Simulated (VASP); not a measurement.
# TiB in VASP: further runs

Runs on TiB. Level: r2SCAN. Tasks: single point.

Everything below comes from runs of VASP 6.6.1. Logs are shortened: lines on timing, memory, paths and dates and some standing lists are left out, and cuts for length are marked.

### 1 The cell of the first run

It takes space group F-43m (No. 216, cubic). The conventional cell has a = 5.152 Å, b = 5.152 Å, c = 5.152 Å, α = 90.00°, β = 90.00°, γ = 90.00°. Within 2.9 Å of Ti (site symmetry -43m) lie 4 B at 2.23 Å. Within 2.9 Å of B (site symmetry -43m) lie 4 Ti at 2.23 Å.

### 2 Single point, r2SCAN (equal strain along all axes, cell held: +4.0 %)

File POSCAR:

```
TiB
1.0
    2.5757895571      2.5757895571      0.0000000000
   -2.5757895571      2.5757895571      0.0000000000
    0.0000000000      0.0000000000      5.1515791141
Ti B
2 2
Direct
    0.5000000000      0.0000000000      0.2500000000
    0.0000000000      0.5000000000      0.7500000000
    0.0000000000      0.0000000000      0.0000000000
    0.5000000000      0.5000000000      0.5000000000
```

File INCAR.step1:

```
SYSTEM = TiB
PREC = Accurate
ENCUT = 520
ISMEAR = 0
SIGMA = 0.1
LREAL = .FALSE.
LASPH = .TRUE.
NELM = 80
NBANDS = 23
GGA = PE
ALGO = Normal
EDIFF = 1E-4
LWAVE = .TRUE.
LCHARG = .FALSE.
```

File INCAR.step2:

```
SYSTEM = TiB
PREC = Accurate
ENCUT = 520
EDIFF = 1E-7
ISMEAR = 0
SIGMA = 0.1
LREAL = .FALSE.
LASPH = .TRUE.
NELM = 80
ALGO = Normal
ISIF = 2
LWAVE = .FALSE.
LCHARG = .FALSE.
METAGGA = R2SCAN
LMIXTAU = .TRUE.
NBANDS = 23
ISTART = 1
```

File KPOINTS:

```
Automatic mesh
0
G
  16 16 10
  0 0 0
```

Potentials or basis: VASP PAW PBE potentials, release 64 (Ti_sv, B).

Command:

```console
$ cat potpaw_PBE.64/Ti_sv/POTCAR potpaw_PBE.64/B/POTCAR > POTCAR
$ cp INCAR.step1 INCAR
$ mpirun -np 1 vasp_std > vasp.out
$ cp INCAR.step2 INCAR
$ mpirun -np 1 vasp_std > vasp.out
```

OUTCAR:

```text
SYSTEM = TiB
   PREC = Accurate
   ENCUT = 520
   EDIFF = 1E-7
   ISMEAR = 0
   LREAL = .FALSE.
   LASPH = .TRUE.
   NELM = 80
   ISIF = 2
   METAGGA = R2SCAN
   ISTART = 1

 ion  position               nearest neighbor table
   1  0.500  0.000  0.250-   3 2.23   4 2.23   4 2.23   3 2.23
   2  0.000  0.500  0.750-   3 2.23   4 2.23   3 2.23   4 2.23
   3  0.000  0.000  0.000-   1 2.23   2 2.23   2 2.23   1 2.23
   4  0.500  0.500  0.500-   1 2.23   2 2.23   1 2.23   2 2.23

  LATTYP: Found a simple tetragonal cell.
 ALAT       =     3.6427165255
 C/A-ratio  =     1.4142135623

  Lattice vectors:

 A1 = (   2.5757895571,   2.5757895571,   0.0000000000)
 A2 = (  -2.5757895571,   2.5757895571,   0.0000000000)
 A3 = (   0.0000000000,   0.0000000000,   5.1515791141)

Analysis of symmetry for initial positions (statically):
=====================================================================
 Subroutine PRICEL returns following result:

  LATTYP: Found a face centered cubic cell.
 ALAT       =     5.1515791141

  Lattice vectors:

 A1 = (   0.0000000000,  -2.5757895571,  -2.5757895570)
 A2 = (   2.5757895571,   0.0000000000,  -2.5757895571)
 A3 = (   2.5757895571,  -2.5757895571,   0.0000000000)

   2 primitive cells build up your supercell.

 Routine SETGRP: Setting up the symmetry group for a
 simple tetragonal supercell.

 Subroutine GETGRP returns: Found  8 space group operations
 (whereof  8 operations were pure point group operations)
 out of a pool of 16 trial point group operations.

The static configuration has the point symmetry D_2d.

Analysis of symmetry for dynamics (positions and initial velocities):
=====================================================================
 Subroutine PRICEL returns following result:

  LATTYP: Found a face centered cubic cell.
 ALAT       =     5.1515791141

  Lattice vectors:

 A1 = (   0.0000000000,  -2.5757895571,  -2.5757895570)
 A2 = (   2.5757895571,   0.0000000000,  -2.5757895571)
 A3 = (   2.5757895571,  -2.5757895571,   0.0000000000)

   2 primitive cells build up your supercell.

 Routine SETGRP: Setting up the symmetry group for a
 simple tetragonal supercell.

 Subroutine GETGRP returns: Found  8 space group operations
 (whereof  8 operations were pure point group operations)
 out of a pool of 16 trial point group operations.

The dynamic configuration has the point symmetry D_2d.

 Subroutine INISYM returns: Found  8 space group operations
 (whereof  8 operations are pure point group operations),
 and found     2 'primitive' translations

----------------------------------------------------------------------------------------

                                     Primitive cell

  volume of cell :      34.1791

  direct lattice vectors                    reciprocal lattice vectors
     0.000000000 -2.575789557 -2.575789557    -0.194115237 -0.194115237 -0.194115237
     2.575789557  0.000000000 -2.575789557     0.194115237  0.194115237 -0.194115237
     2.575789557 -2.575789557  0.000000000     0.194115237 -0.194115237  0.194115237

  length of vectors
     3.642716525  3.642716525  3.642716525     0.336217453  0.336217453  0.336217453

  position of ions in fractional coordinates (direct lattice)
     0.250000000  0.250000000  0.250000000
     0.000000000  0.000000000  0.000000000

  ion indices of the primitive-cell ions
   primitive index   ion index
                 1           1
                 2           3

----------------------------------------------------------------------------------------

 KPOINTS: Automatic mesh

Automatic generation of k-mesh.
 Grid dimensions read from file:
 generate k-points for:   16   16   10

 Generating k-lattice:

  Cartesian coordinates                     Fractional coordinates (reciprocal lattice)
     0.012132202  0.012132202  0.000000000     0.062500000  0.000000000  0.000000000
    -0.012132202  0.012132202  0.000000000     0.000000000  0.062500000  0.000000000
     0.000000000  0.000000000  0.019411524     0.000000000  0.000000000  0.100000000

  Length of vectors
     0.017157525  0.017157525  0.019411524

  Shift w.r.t. Gamma in fractional coordinates (k-lattice)
     0.000000000  0.000000000  0.000000000

 Subroutine IBZKPT returns following result:
 ===========================================

 Found    270 irreducible k-points:

 Following reciprocal coordinates:
            Coordinates               Weight
  0.000000  0.000000  0.000000      1.000000
  0.062500  0.000000  0.000000      4.000000
  0.125000  0.000000  0.000000      4.000000
  0.187500  0.000000  0.000000      4.000000
  0.250000  0.000000  0.000000      4.000000
  0.312500  0.000000  0.000000      4.000000
[... 16 lines left out ...]
  0.437500  0.125000  0.000000      8.000000
  0.500000  0.125000  0.000000      4.000000
 [... further k-points ...]
   k-points           NKPTS =    270   k-points in BZ     NKDIM =    270   number of bands    NBANDS=     23
   number of dos      NEDOS =    301   number of ions     NIONS =      4
   total plane-waves  NPLWV =  31360
   dimension x,y,z NGX =    28 NGY =   28 NGZ =   40
   dimension x,y,z NGXF=    56 NGYF=   56 NGZF=   80
   ions per type =               2   2
   NGX,Y,Z   is equivalent  to a cutoff of  12.78, 12.78, 12.91 a.u.
   NGXF,Y,Z  is equivalent  to a cutoff of  25.56, 25.56, 25.82 a.u.
 SYSTEM =  TiB
   PREC   = accura    normal or accurate (medium, high low for compatibility)
   ISTART =      1    job   : 0-new  1-cont  2-samecut
   ICHARG =      0    charge: 1-file 2-atom 10-const
   ISPIN  =      1    spin polarized calculation?
   LNONCOLLINEAR =      F non collinear calculations
   LSORBIT =      F    spin-orbit coupling
   LASPH  =      T    aspherical Exc in radial PAW
   ENCUT  =  520.0 eV  38.22 Ry    6.18 a.u.   6.77  6.77  9.58*2*pi/ulx,y,z
   NELM   =     80;   NELMIN=  2; NELMDL=  0     # of ELM steps
   EDIFF  = 0.1E-06   stopping-criterion for ELM
   LREAL  =      F    real-space projection
   EDIFFG = 0.1E-05   stopping-criterion for IOM
   NSW    =      0    number of steps for IOM
   IBRION =     -1    ionic relax: 0-MD 1-quasi-New 2-CG
   NFREE  =      0    steps in history (QN), initial steepest desc. (CG)
   ISIF   =      2    stress and relaxation
   ISYM   =      2    0-nonsym 1-usesym 2-fastsym
   POTIM  = 0.5000    time-step for ionic-motion
   TEBEG  =    0.0;   TEEND  =   0.0 temperature during run
   PSTRESS=    0.0 pullay stress
   NELECT =      30.0000    total number of electrons
   NUPDOWN=      -1.0000    fix difference up-down
   EMIN   =  10.00;   EMAX   =-10.00  energy-range for DOS
   EFERMI =   0.00;   METHOD = LEGACY
   ISMEAR =     0;   SIGMA  =   0.10  broadening in eV -4-tet -1-fermi 0-gaus
   EFERMI_NEDOS =   21; number of points for ismear=-14 and -15
   IALGO  =     38    algorithm
   IMIX   =      4    mixing-type and parameters
     AMIX     =   0.40;   BMIX     =  1.00
     AMIX_MAG =   1.60;   BMIX_MAG =  1.00
  volume/ion in A,a.u.               =      17.09       115.33
  Fermi-wavevector in a.u.,A,eV,Ry     =   1.244089  2.350988 21.058527  1.547758
  Thomas-Fermi vector in A             =   2.378371
   LORBIT       =      0    0 simple, 1 ext, 2 COOP (PROOUT), +10 PAW based schemes
   METAGGA = R2SCAN    functional components
   LHFCALC =     F    Hartree Fock is set to
   AEXX    =    0.0000 exact exchange contribution
   IVDW    =     0    specifies the selected vdW correction
   LEPSILON=     F    determine dielectric tensor
   LRPA    =     F    only Hartree local field effects (RPA)
 non-spin polarized calculation
 Gauss-broadening in eV      SIGMA  =   0.10
  energy-cutoff  :      520.00
  volume of cell :       68.36
 maximum number of plane-waves:      1875
 NGX is ok and might be reduce to    28
   NGX = 13   NGY = 13   NGZ = 19

 number of electron      29.9999997 magnetization

 Free energy of the ion-electron system (eV)
  ---------------------------------------------------
  ext. energy  EPLUGINS =         0.00000000
  ---------------------------------------------------
  free energy    TOTEN  =       -37.59756594 eV

  energy without entropy =      -37.57730535  energy(sigma->0) =      -37.58743565

 E-fermi :   3.7597     XC(G=0): -10.5115

 val. band max:        3.7574915366   @ k =   0.1875   0.0625   0.1000
 cond. band min:       3.7606300584   @ k =   0.1250   0.0625   0.2000
 fundamental gap:      0.0031385218
 Fermi energy:         3.7597266908

 k-point     1 :       0.0000    0.0000    0.0000
  band No.  band energies     occupation
      1     -55.0017      2.00000
      2     -54.9920      2.00000
      3     -30.2494      2.00000
      4     -30.2025      2.00000
      5     -30.2025      2.00000
      6     -30.1696      2.00000
[... 15 lines left out ...]
     22       7.3118      0.00000
     23       7.4855      0.00000

 k-point     2 :       0.0625    0.0000    0.0000
  band No.  band energies     occupation
      1     -55.0015      2.00000
      2     -54.9920      2.00000
      3     -30.2486      2.00000
      4     -30.2038      2.00000
      5     -30.2020      2.00000
      6     -30.1716      2.00000
[... 15 lines left out ...]
     22       7.4236      0.00000
     23       7.7410      0.00000

 k-point     3 :       0.1250    0.0000    0.0000
  band No.  band energies     occupation
      1     -55.0010      2.00000
      2     -54.9920      2.00000
      3     -30.2461      2.00000
      4     -30.2074      2.00000
      5     -30.2008      2.00000
      6     -30.1773      2.00000
[... 15 lines left out ...]
     22       7.6924      0.00000
     23       7.9598      0.00000
[... 495 lines left out ...]
 k-point    23 :       0.4375    0.1250    0.0000
  band No.  band energies     occupation
      1     -54.9950      2.00000
      2     -54.9933      2.00000
      3     -30.2333      2.00000
      4     -30.2269      2.00000
      5     -30.2119      2.00000
      6     -30.1981      2.00000
[... 15 lines left out ...]
     22       7.9015      0.00000
     23       7.9707      0.00000

 k-point    24 :       0.5000    0.1250    0.0000
  band No.  band energies     occupation
      1     -54.9940      2.00000
      2     -54.9940      2.00000
      3     -30.2317      2.00000
      4     -30.2317      2.00000
      5     -30.2050      2.00000
      6     -30.2050      2.00000
[... 15 lines left out ...]
     22       7.4289      0.00000
     23       8.3332      0.00000

 [... further k-points ...]
[... 5 lines left out ...]
  --------------------------------------------------------------------------------------
  -------------------------------------------------------------------------------------
  Total       -4.1862994     -4.1862994     -4.1729182      0.0000000      0.0000000      0.0000000
  in kB      -98.1182376    -98.1182376    -97.8046096      0.0000000      0.0000000      0.0000000
  external PRESSURE =     -98.0136949 kB  Pullay stress =       0.0000000 kB

 VOLUME and BASIS-vectors are now :
 -----------------------------------------------------------------------------
  energy-cutoff  :      520.00
  volume of cell :       68.36
      direct lattice vectors                 reciprocal lattice vectors
     2.575789557  2.575789557  0.000000000     0.194115237  0.194115237  0.000000000
    -2.575789557  2.575789557  0.000000000    -0.194115237  0.194115237  0.000000000
     0.000000000  0.000000000  5.151579114     0.000000000  0.000000000  0.194115237

 POSITION                                       TOTAL-FORCE (eV/Angst)
 -----------------------------------------------------------------------------------
      1.28789      1.28789      1.28789        -0.000000     -0.000000      0.000000
     -1.28789      1.28789      3.86368         0.000000      0.000000     -0.000000
      0.00000      0.00000      0.00000        -0.000000     -0.000000      0.000000
      0.00000      2.57579      2.57579         0.000000      0.000000      0.000000
 -----------------------------------------------------------------------------------
    total drift:                                0.000000      0.000000      0.000000

  FREE ENERGIE OF THE ION-ELECTRON SYSTEM (eV)
  ---------------------------------------------------
  free  energy   TOTEN  =       -37.5975659372 eV

  energy  without entropy=      -37.5773053534  energy(sigma->0) =      -37.58743565
```

Wall time 17 min (1 thread of AMD EPYC 9R14 (Zen 4), shared host); peak memory 0.43 GiB.

Results:

```yaml
Free_energy: -37.5976 eV
Pressure: -9.8 GPa
Band_gap_on_the_k_mesh: zero (bands 15 and 16 overlap by 1.19 eV)
```

Levels at points of the mesh, in eV from the Fermi level:
| k point | band 12 | band 13 | band 14 | band 15 | band 16 | band 17 | band 18 | band 19 |
| --- | --- | --- | --- | --- | --- | --- | --- | --- |
| (0.00, 0.00, 0.00) | -0.90 | -0.90 | -0.90 | 0.71 | 0.71 | 0.82 | 2.22 | 2.22 |
| (0.50, 0.00, 0.00) | -1.63 | -0.93 | -0.93 | -0.20 | -0.20 | 1.89 | 1.89 | 2.50 |
| (0.50, 0.50, 0.00) | -2.51 | 0.71 | 0.71 | 0.71 | 0.71 | 0.82 | 0.82 | 2.84 |
| (0.00, 0.00, 0.50) | -1.75 | -0.35 | -0.35 | -0.35 | -0.35 | 1.39 | 1.39 | 2.52 |
| (0.50, 0.00, 0.50) | -2.19 | -0.46 | -0.46 | -0.46 | -0.46 | 2.51 | 2.51 | 2.51 |
| (0.50, 0.50, 0.50) | -1.72 | -0.41 | -0.41 | 0.64 | 0.64 | 0.78 | 0.78 | 2.14 |

Caveat: the cell differs from its parent crystal (equal strain along all axes, cell held: +4.0 %); the cell stands under tension; the PAW data sets were made with another functional, which shifts forces and pressure a little.

(Continued in part 2 of 2.)
